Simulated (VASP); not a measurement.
# InP3 (R-3m) in VASP: a series of runs

Runs on InP3. Level: r2SCAN. Tasks: single point.

All numbers are computed with VASP 6.6.1; they aren't measurements. Logs are shortened: lines on timing, memory, paths and dates and some standing lists are left out, and cuts for length are marked.

### Step 1. The cell of the first run

Symmetry: R-3m, No. 166, trigonal system. Conventional cell: a = 7.485 Å, b = 7.485 Å, c = 10.102 Å, α = 90.00°, β = 90.00°, γ = 120.00°. Within 3.5 Å of In (site symmetry 3m) lie 6 P at 2.66 to 2.93 Å. P (site symmetry m) has 2 P at 2.21 Å and 2 In at 2.66 to 2.93 Å within 3.0 Å.

### Step 2. Single point, r2SCAN

Contents of POSCAR:

```
InP3
1.0
    3.7427051708      2.1608518379      3.3674560788
   -3.7427051708      2.1608518379      3.3674560788
    0.0000000000     -4.3217036758      3.3674560788
In P
2 6
Direct
    0.2705684713      0.2705684713      0.2705684713
    0.7294315287      0.7294315287      0.7294315287
    0.7983087381      0.2448186985      0.7983087381
    0.7983087381      0.7983087381      0.2448186985
    0.2448186985      0.7983087381      0.7983087381
    0.2016912619      0.7551813015      0.2016912619
    0.7551813015      0.2016912619      0.2016912619
    0.2016912619      0.2016912619      0.7551813015
```

Contents of INCAR.step1:

```
ALGO     = Normal         # electronic algorithm
EDIFF    = 1E-4           # SCF threshold, eV
ENCUT    = 520            # plane-wave cutoff, eV
GGA      = PE             # functional
ISMEAR   = -1             # smearing method
LASPH    = T              # aspherical terms in the spheres
LCHARG   = F              # write CHGCAR
LREAL    = F              # projectors in reciprocal space
LWAVE    = T              # write WAVECAR
NBANDS   = 38             # bands
NELM     = 100            # most SCF steps
PREC     = Accurate       # precision mode
SIGMA    = 0.1            # smearing width, eV
```

Contents of INCAR.step2:

```
ALGO     = Normal         # electronic algorithm
EDIFF    = 1E-6           # SCF threshold, eV
ENCUT    = 520            # plane-wave cutoff, eV
ISIF     = 2              # what is computed and relaxed
ISMEAR   = -1             # smearing method
ISTART   = 1            
LASPH    = T              # aspherical terms in the spheres
LCHARG   = F              # write CHGCAR
LMIXTAU  = T            
LREAL    = F              # projectors in reciprocal space
LWAVE    = F              # write WAVECAR
METAGGA  = R2SCAN         # meta-GGA
NBANDS   = 38             # bands
NELM     = 100            # most SCF steps
PREC     = Accurate       # precision mode
SIGMA    = 0.1            # smearing width, eV
```

Contents of KPOINTS:

```
k-points
0
Gamma
  6 6 6
```

Potentials or basis: VASP PAW PBE potentials, release 64 (In_d, P).

Run with:

```bash
$ cat potpaw_PBE.64/In_d/POTCAR potpaw_PBE.64/P/POTCAR > POTCAR
$ cp INCAR.step1 INCAR
$ mpirun -np 1 vasp_std > vasp.out
$ cp INCAR.step2 INCAR
$ mpirun -np 1 vasp_std > vasp.out
```

OUTCAR:

```text
EDIFF = 1E-6
   ENCUT = 520
   ISIF = 2
   ISMEAR = -1
   ISTART = 1
   LASPH = T
   LREAL = F
   METAGGA = R2SCAN
   NELM = 100
   PREC = Accurate

 ion  position               nearest neighbor table
   1  0.271  0.271  0.271-   6 2.66   7 2.66   8 2.66   6 2.93   7 2.93   8 2.93
   2  0.729  0.729  0.729-   3 2.66   5 2.66   4 2.66   3 2.93   5 2.93   4 2.93
   3  0.798  0.245  0.798-   8 2.21   7 2.21   2 2.66   2 2.93
   4  0.798  0.798  0.245-   6 2.21   7 2.21   2 2.66   2 2.93
   5  0.245  0.798  0.798-   8 2.21   6 2.21   2 2.66   2 2.93
   6  0.202  0.755  0.202-   4 2.21   5 2.21   1 2.66   1 2.93
   7  0.755  0.202  0.202-   4 2.21   3 2.21   1 2.66   1 2.93
   8  0.202  0.202  0.755-   3 2.21   5 2.21   1 2.66   1 2.93

  LATTYP: Found a trigonal (rhomboedric) cell.
 ALAT       =     5.4787665677
 COS(alpha) =     0.0666691177

  Lattice vectors:

 A1 = (   3.7427051708,   2.1608518379,   3.3674560788)
 A2 = (  -3.7427051708,   2.1608518379,   3.3674560788)
 A3 = (   0.0000000000,  -4.3217036758,   3.3674560788)

Analysis of symmetry for initial positions (statically):
=====================================================================
 Subroutine PRICEL returns:
 Original cell was already a primitive cell.

 Routine SETGRP: Setting up the symmetry group for a
 trigonal (rhombohedral) supercell.

 Subroutine GETGRP returns: Found 12 space group operations
 (whereof 12 operations were pure point group operations)
 out of a pool of 12 trial point group operations.

The static configuration has the point symmetry D_3d.

Analysis of symmetry for dynamics (positions and initial velocities):
=====================================================================
 Subroutine PRICEL returns:
 Original cell was already a primitive cell.

 Routine SETGRP: Setting up the symmetry group for a
 trigonal (rhombohedral) supercell.

 Subroutine GETGRP returns: Found 12 space group operations
 (whereof 12 operations were pure point group operations)
 out of a pool of 12 trial point group operations.

The dynamic configuration has the point symmetry D_3d.

 Subroutine INISYM returns: Found 12 space group operations
 (whereof 12 operations are pure point group operations),
 and found     1 'primitive' translations

----------------------------------------------------------------------------------------

                                     Primitive cell

  volume of cell :     163.4044

  direct lattice vectors                    reciprocal lattice vectors
     3.742705171  2.160851838  3.367456079     0.133593211  0.077130076  0.098986691
    -3.742705171  2.160851838  3.367456079    -0.133593211  0.077130076  0.098986691
     0.000000000 -4.321703676  3.367456079     0.000000000 -0.154260152  0.098986691

  length of vectors
     5.478766568  5.478766568  5.478766568     0.183288187  0.183288187  0.183288187

  position of ions in fractional coordinates (direct lattice)
     0.270568471  0.270568471  0.270568471
     0.729431529  0.729431529  0.729431529
     0.798308738  0.244818698  0.798308738
     0.798308738  0.798308738  0.244818698
     0.244818698  0.798308738  0.798308738
     0.201691262  0.755181302  0.201691262
     0.755181302  0.201691262  0.201691262
     0.201691262  0.201691262  0.755181302

  ion indices of the primitive-cell ions
   primitive index   ion index
                 1           1
                 2           2
                 3           3
                 4           4
                 5           5
                 6           6
                 7           7
                 8           8

----------------------------------------------------------------------------------------

 KPOINTS: k-points

Automatic generation of k-mesh.
 Grid dimensions read from file:
 generate k-points for:    6    6    6

 Generating k-lattice:

  Cartesian coordinates                     Fractional coordinates (reciprocal lattice)
     0.022265535  0.012855013  0.016497782     0.166666667  0.000000000  0.000000000
    -0.022265535  0.012855013  0.016497782     0.000000000  0.166666667  0.000000000
     0.000000000 -0.025710025  0.016497782     0.000000000  0.000000000  0.166666667

  Length of vectors
     0.030548031  0.030548031  0.030548031

  Shift w.r.t. Gamma in fractional coordinates (k-lattice)
     0.000000000  0.000000000  0.000000000

 Subroutine IBZKPT returns following result:
 ===========================================

 Found     32 irreducible k-points:

 Following reciprocal coordinates:
            Coordinates               Weight
  0.000000  0.000000  0.000000      1.000000
  0.166667  0.000000  0.000000      6.000000
  0.333333 -0.000000  0.000000      6.000000
  0.500000  0.000000  0.000000      3.000000
  0.166667  0.166667  0.000000      6.000000
  0.333333  0.166667  0.000000     12.000000
[... 16 lines left out ...]
  0.500000  0.500000  0.166667      6.000000
 -0.333333  0.500000  0.166667     12.000000
[... 36 lines left out ...]
   IALGO  =     38    algorithm
   IMIX   =      4    mixing-type and parameters
     AMIX     =   0.40;   BMIX     =  1.00
     AMIX_MAG =   1.60;   BMIX_MAG =  1.00
  volume/ion in A,a.u.               =      20.43       137.84
  Fermi-wavevector in a.u.,A,eV,Ry     =   1.145644  2.164953 17.857640  1.312500
  Thomas-Fermi vector in A             =   2.282331
   LORBIT       =      0    0 simple, 1 ext, 2 COOP (PROOUT), +10 PAW based schemes
   METAGGA = R2SCAN    functional components
   LHFCALC =     F    Hartree Fock is set to
   AEXX    =    0.0000 exact exchange contribution
   IVDW    =     0    specifies the selected vdW correction
   LEPSILON=     F    determine dielectric tensor
   LRPA    =     F    only Hartree local field effects (RPA)
 non-spin polarized calculation
  energy-cutoff  :      520.00
  volume of cell :      163.40
 maximum number of plane-waves:      4416
 NGX is ok and might be reduce to    42
   NGX = 21   NGY = 21   NGZ = 21

 number of electron      56.0000014 magnetization

 Free energy of the ion-electron system (eV)
  ---------------------------------------------------
  ext. energy  EPLUGINS =         0.00000000
  ---------------------------------------------------
  free energy    TOTEN  =      -100.17494070 eV

  energy without entropy =     -100.14042318  energy(sigma->0) =     -100.15768194

 E-fermi :   6.3520     XC(G=0): -10.5594

 val. band max:        6.3393437659   @ k =   0.5000   0.5000   0.3333
 cond. band min:       6.5120342755   @ k =   0.5000   0.5000   0.5000
 fundamental gap:      0.1726905096
 Fermi energy:         6.3519663719

 k-point     1 :       0.0000    0.0000    0.0000
  band No.  band energies     occupation
      1      -8.7104      2.00000
      2      -8.7104      2.00000
      3      -8.5778      2.00000
      4      -8.5778      2.00000
      5      -8.4840      2.00000
      6      -8.4709      2.00000
[... 30 lines left out ...]
     37      12.8838      0.00000
     38      14.0640      0.00000

 k-point     2 :       0.1667    0.0000    0.0000
  band No.  band energies     occupation
      1      -8.7267      2.00000
      2      -8.7016      2.00000
      3      -8.5830      2.00000
      4      -8.5736      2.00000
      5      -8.4923      2.00000
      6      -8.4826      2.00000
[... 30 lines left out ...]
     37      12.2228      0.00000
     38      13.2547      0.00000

 k-point     3 :       0.3333   -0.0000    0.0000
  band No.  band energies     occupation
      1      -8.7396      2.00000
      2      -8.6807      2.00000
      3      -8.5965      2.00000
      4      -8.5690      2.00000
      5      -8.4939      2.00000
      6      -8.4847      2.00000
[... 30 lines left out ...]
     37      12.0884      0.00000
[... 781 lines left out ...]
 k-point    23 :       0.5000    0.5000    0.1667
  band No.  band energies     occupation
      1      -8.7148      2.00000
      2      -8.5967      2.00000
      3      -8.5626      2.00000
      4      -8.5523      2.00000
      5      -8.5246      2.00000
      6      -8.4807      2.00000
[... 30 lines left out ...]
     37      11.1098      0.00000
     38      11.2268      0.00000

 k-point    24 :      -0.3333    0.5000    0.1667
  band No.  band energies     occupation
      1      -8.7312      2.00000
      2      -8.5992      2.00000
      3      -8.5765      2.00000
      4      -8.5574      2.00000
      5      -8.5074      2.00000
      6      -8.4836      2.00000
[... 30 lines left out ...]
     37      11.2809      0.00000
     38      11.4510      0.00000

 [... further k-points ...]

------------------------ aborting loop because EDIFF is reached ----------------------------------------

  FORCE on cell =-STRESS in cart. coord.  units (eV):
  Direction    XX          YY          ZZ          XY          YZ          ZX
  --------------------------------------------------------------------------------------
  -------------------------------------------------------------------------------------
  Total       -0.4498684     -0.4498684     -0.2868521      0.0000000      0.0000000      0.0000000
  in kB       -4.4109517     -4.4109517     -2.8125799      0.0000000      0.0000000      0.0000000
  external PRESSURE =      -3.8781611 kB  Pullay stress =       0.0000000 kB

 VOLUME and BASIS-vectors are now :
 -----------------------------------------------------------------------------
  energy-cutoff  :      520.00
  volume of cell :      163.40
      direct lattice vectors                 reciprocal lattice vectors
     3.742705171  2.160851838  3.367456079     0.133593211  0.077130076  0.098986691
    -3.742705171  2.160851838  3.367456079    -0.133593211  0.077130076  0.098986691
     0.000000000 -4.321703676  3.367456079     0.000000000 -0.154260152  0.098986691

 POSITION                                       TOTAL-FORCE (eV/Angst)
 -----------------------------------------------------------------------------------
      0.00000      0.00000      2.73338         0.000000      0.000000      0.010559
      0.00000      0.00000      7.36899         0.000000      0.000000     -0.010559
      2.07155     -1.19601      6.20096         0.059978     -0.034628      0.085108
      0.00000      2.39202      6.20096         0.000000      0.069257      0.085108
     -2.07155     -1.19601      6.20096        -0.059978     -0.034628      0.085108
     -2.07155      1.19601      3.90141        -0.059978      0.034628     -0.085108
      2.07155      1.19601      3.90141         0.059978      0.034628     -0.085108
      0.00000     -2.39202      3.90141         0.000000     -0.069257     -0.085108
 -----------------------------------------------------------------------------------
    total drift:                                0.000000      0.000000     -0.000000

  FREE ENERGIE OF THE ION-ELECTRON SYSTEM (eV)
  ---------------------------------------------------
  free  energy   TOTEN  =      -100.1749407014 eV

  energy  without entropy=     -100.1404231797  energy(sigma->0) =     -100.15768194
```

It took 15 min on 1 thread of Oxide Virtual Turin-like, shared host; peak memory 0.33 GiB.

Results:

```
Free energy            : -100.1749 eV
Pressure               : -0.4 GPa
Largest force          : 0.110 eV/Å
Band gap on the k mesh : zero (bands 28 and 29 overlap by 0.33 eV)
```

Forces on the atoms (eV/Å):
```
In   0.000  0.000  0.011
In   0.000  0.000 -0.011
P    0.060 -0.035  0.085
P    0.000  0.069  0.085
P   -0.060 -0.035  0.085
P   -0.060  0.035 -0.085
P    0.060  0.035 -0.085
P    0.000 -0.069 -0.085
```

Caveat: semilocal functionals underestimate gaps, and a narrow one can read as zero; the PAW data sets were made with another functional, which shifts forces and pressure a little; spin-orbit coupling is left out, which moves the levels of the heavy elements.

### Step 3. Single point, r2SCAN

Contents of POSCAR:

```
InP3
1.0
    3.7427051723      2.1608518387      3.3674560800
   -3.7427051723      2.1608518387      3.3674560800
    0.0000000000     -4.3217036774      3.3674560800
In P
2 6
Direct
    0.2705684700      0.2705684700      0.2705684700
    0.7294315300      0.7294315300      0.7294315300
    0.7983087400      0.2448187000      0.7983087400
    0.7983087400      0.7983087400      0.2448187000
    0.2448187000      0.7983087400      0.7983087400
    0.2016912600      0.7551813000      0.2016912600
    0.7551813000      0.2016912600      0.2016912600
    0.2016912600      0.2016912600      0.7551813000
```

Contents of INCAR.step1:

```
SYSTEM = InP3
PREC = Accurate ; ENCUT = 520
ISMEAR = -1 ; SIGMA = 0.1
LREAL = .False. ; LASPH = .True.
NELM = 80 ; NBANDS = 38
GGA = PE ; ALGO = Normal
EDIFF = 1E-4 ; LWAVE = .True.
LCHARG = .False.
```

Contents of INCAR.step2:

```
SYSTEM = InP3
PREC = Accurate ; ENCUT = 520
EDIFF = 1E-6 ; ISMEAR = -1
SIGMA = 0.1 ; LREAL = .False.
LASPH = .True. ; NELM = 80
ALGO = Normal ; ISIF = 2
LWAVE = .False. ; LCHARG = .False.
METAGGA = R2SCAN ; LMIXTAU = .True.
NBANDS = 38 ; ISTART = 1
```

Contents of KPOINTS:

```
regular mesh
0
Gamma
  6 6 6
  0 0 0
```

Potentials or basis: VASP PAW PBE potentials, release 64 (In_d, P).

Run with:

```bash
$ cat potpaw_PBE.64/In_d/POTCAR potpaw_PBE.64/P/POTCAR > POTCAR
$ cp INCAR.step1 INCAR
$ mpirun -np 1 vasp_std > vasp.out
$ cp INCAR.step2 INCAR
$ mpirun -np 1 vasp_std > vasp.out
```

It took 16 min on 1 thread of Oxide Virtual Turin-like, shared host; peak memory 0.33 GiB.

The run converged. Its results:

```yaml
Free_energy: -100.1749 eV
Pressure: -0.4 GPa
Largest_force: 0.110 eV/Å
Band_gap_on_the_k_mesh: zero (bands 28 and 29 overlap by 0.33 eV)
```

Forces on the atoms (eV/Å):
```
In   0.000  0.000  0.011
In   0.000  0.000 -0.011
P    0.060 -0.035  0.085
P    0.000  0.069  0.085
P   -0.060 -0.035  0.085
P   -0.060  0.035 -0.085
P    0.060  0.035 -0.085
P    0.000 -0.069 -0.085
```

Stress tensor (GPa, compression positive):
```
-0.44  0.00  0.00
 0.00 -0.44  0.00
 0.00  0.00 -0.28
```

Levels at points of the mesh, in eV from the Fermi level:
| k point | band 26 | band 27 | band 28 | band 29 | band 30 | band 31 |
| --- | --- | --- | --- | --- | --- | --- |
| (0.00, 0.00, 0.00) | -1.95 | -0.81 | -0.81 | -0.17 | -0.16 | 2.51 |
| (0.50, 0.00, 0.00) | -1.55 | -1.17 | -1.05 | 0.70 | 2.74 | 3.09 |
| (0.50, 0.50, 0.00) | -0.81 | -0.61 | -0.10 | 1.60 | 1.81 | 2.61 |
| (0.50, 0.50, 0.50) | -0.08 | 0.16 | 0.16 | 1.92 | 2.00 | 2.00 |

Caveat: semilocal functionals underestimate gaps, and a narrow one can read as zero; the PAW data sets were made with another functional, which shifts forces and pressure a little; spin-orbit coupling is left out, which moves the levels of the heavy elements.

### Step 4. Single point, r2SCAN

This run uses another cell than the first one, of 20.83 Å³/atom.

Contents of POSCAR:

```
InP3
1.0
    3.7674920183      2.1751625310      3.3897577600
   -3.7674920183      2.1751625310      3.3897577600
    0.0000000000     -4.3503250619      3.3897577600
In P
2 6
Direct
    0.2706156432      0.2706156432      0.2706156432
    0.7293843568      0.7293843568      0.7293843568
    0.7993956696      0.2444242487      0.7993956696
    0.7993956696      0.7993956696      0.2444242487
    0.2444242487      0.7993956696      0.7993956696
    0.2006043304      0.7555757513      0.2006043304
    0.7555757513      0.2006043304      0.2006043304
    0.2006043304      0.2006043304      0.7555757513
```

Contents of INCAR.step1:

```
SYSTEM = InP3
PREC = Accurate
ENCUT = 520
ISMEAR = -1
SIGMA = 0.1
LREAL = .False.
LASPH = .True.
NELM = 80
NBANDS = 38
GGA = PE
ALGO = Normal
EDIFF = 1E-4
LWAVE = .True.
LCHARG = .False.
```

Contents of INCAR.step2:

```
SYSTEM = InP3
PREC = Accurate
ENCUT = 520
EDIFF = 1E-7
ISMEAR = -1
SIGMA = 0.1
LREAL = .False.
LASPH = .True.
NELM = 80
ALGO = Normal
ISIF = 2
LWAVE = .False.
LCHARG = .False.
METAGGA = R2SCAN
LMIXTAU = .True.
NBANDS = 38
ISTART = 1
```

Contents of KPOINTS:

```
Automatic mesh
0
Gamma
  6 6 6
  0 0 0
```

Run with:

```bash
$ cat potpaw_PBE.64/In_d/POTCAR potpaw_PBE.64/P/POTCAR > POTCAR
$ cp INCAR.step1 INCAR
$ mpirun -np 1 vasp_std > vasp.out
$ cp INCAR.step2 INCAR
$ mpirun -np 1 vasp_std > vasp.out
```

It took 12 min on 1 thread of Oxide Virtual Turin-like, shared host; peak memory 0.33 GiB.

Results (log left out):

* Free energy: -100.1618 eV
* Pressure: -1.5 GPa
* Largest force: 0.099 eV/Å
* Band gap on the k mesh: zero (bands 28 and 29 overlap by 0.42 eV)

Forces in eV/Å, atoms in the order of the input:
```
In   0.000  0.000  0.016
In   0.000  0.000 -0.016
P    0.049 -0.028  0.082
P    0.000  0.056  0.082
P   -0.049 -0.028  0.082
P   -0.049  0.028 -0.082
P    0.049  0.028 -0.082
P    0.000 -0.056 -0.082
```

Stress tensor (GPa, compression positive):
```
-1.76  0.00  0.00
 0.00 -1.76  0.00
 0.00  0.00 -1.08
```

Levels at points of the mesh, in eV from the Fermi level:
| k point | band 25 | band 26 | band 27 | band 28 | band 29 | band 30 | band 31 | band 32 |
| --- | --- | --- | --- | --- | --- | --- | --- | --- |
| (0.00, 0.00, 0.00) | -2.20 | -1.95 | -0.81 | -0.81 | -0.26 | -0.12 | 2.54 | 2.64 |
| (0.50, 0.00, 0.00) | -2.52 | -1.50 | -1.17 | -0.99 | 0.74 | 2.70 | 3.12 | 3.27 |
| (0.50, 0.50, 0.00) | -1.32 | -0.80 | -0.59 | -0.10 | 1.61 | 1.82 | 2.65 | 2.96 |
| (0.50, 0.50, 0.50) | -0.08 | -0.08 | 0.15 | 0.15 | 1.86 | 1.99 | 1.99 | 2.33 |

Caveat: semilocal functionals underestimate gaps, and a narrow one can read as zero; the PAW data sets were made with another functional, which shifts forces and pressure a little; spin-orbit coupling is left out, which moves the levels of the heavy elements.

The gap in the log of VASP goes by the Fermi energy; the results here count the filled bands.